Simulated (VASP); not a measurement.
P, 4 atoms in the cell. It takes space group Cmce (No. 64, orthorhombic). The conventional cell has a = 3.389 Å, b = 10.395 Å, c = 4.167 Å, α = 90.00°, β = 90.00°, γ = 90.00°. Within 3.0 Å of P (site symmetry m) lie 3 P at 2.25 to 2.29 Å.  This cell differs from its parent crystal: strain +0.0200 x Voigt [1, 1, 0, 0, 0, 0].

| Property | Result |
| --- | --- |
| Program | VASP 6.6.1 |
| Task | single point |
| Functional | PBE |
| Dispersion | D3(BJ) |
| Potentials or basis | VASP PAW PBE potentials, release 64 (P) |
| Cutoff | 520 eV |
| k mesh | 16 × 16 × 12 |
| Occupations | gaussian, width 0.15 eV |
| Spin | no spin polarisation |
| Dipole correction | no |
| Further INCAR settings | ALGO = Normal; EDIFF = 1e-06; NBANDS = 18 |

Potentials or basis: VASP PAW PBE potentials, release 64 (P).

Command:

```console
$ cat potpaw_PBE.64/P/POTCAR > POTCAR
$ mpirun -np 1 vasp_std > vasp.out
```

Hardware: 1 thread of Intel(R) Xeon(R) 6975P-C (Granite Rapids), on a shared host.

**Question.** Estimate the wall time of this run.

**Answer.** Wall time 4.4 min on 1 thread of Intel(R) Xeon(R) 6975P-C (Granite Rapids) (shared host), peak memory 0.58 GiB. Counts: scf iterations 12, k points 511.
